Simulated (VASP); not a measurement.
Here is a VASP 6.6.1 calculation.

File POSCAR:

```
Ti2C
1.0
    1.5389798857      0.8885304513      4.8208564632
   -1.5389798857      0.8885304513      4.8208564632
    0.0000000000     -1.7770609026      4.8208564632
Ti C
2 1
Direct
    0.2452135240      0.2452135240      0.2452135240
    0.7547864760      0.7547864760      0.7547864760
    0.5000000000      0.5000000000      0.5000000000
```

INCAR.step1

```
ALGO = Normal
EDIFF = 1E-4
ENCUT = 520
GGA = PE
ISMEAR = 0
LASPH = True
LCHARG = False
LREAL = False
LWAVE = True
NBANDS = 21
NELM = 60
PREC = Accurate
SIGMA = 0.15
```

File INCAR.step2:

```
ALGO = Normal
EDIFF = 1E-6
ENCUT = 520
ISIF = 2
ISMEAR = 0
ISTART = 1
LASPH = True
LCHARG = False
LMIXTAU = True
LREAL = False
LWAVE = False
METAGGA = R2SCAN
NBANDS = 21
NELM = 60
PREC = Accurate
SIGMA = 0.15
```

File KPOINTS:

```
k-points
0
Gamma
  12 12 12
```

Potentials or basis: VASP PAW PBE potentials, release 64 (Ti_sv, C).

Command:

```bash
$ cat potpaw_PBE.64/Ti_sv/POTCAR potpaw_PBE.64/C/POTCAR > POTCAR
$ cp INCAR.step1 INCAR
$ mpirun -np 1 vasp_std > vasp.out
$ cp INCAR.step2 INCAR
$ mpirun -np 1 vasp_std > vasp.out
```

(1) Estimate the band gap on the k mesh.

(2) Estimate the largest force.

(3) Estimate the pressure.

## Answers

(1) zero (bands 14 and 15 overlap by 1.07 eV).

(2) 0.083 eV/Å.

(3) 0.8 GPa.

Caveat: the PAW data sets were made with another functional, which shifts forces and pressure a little.
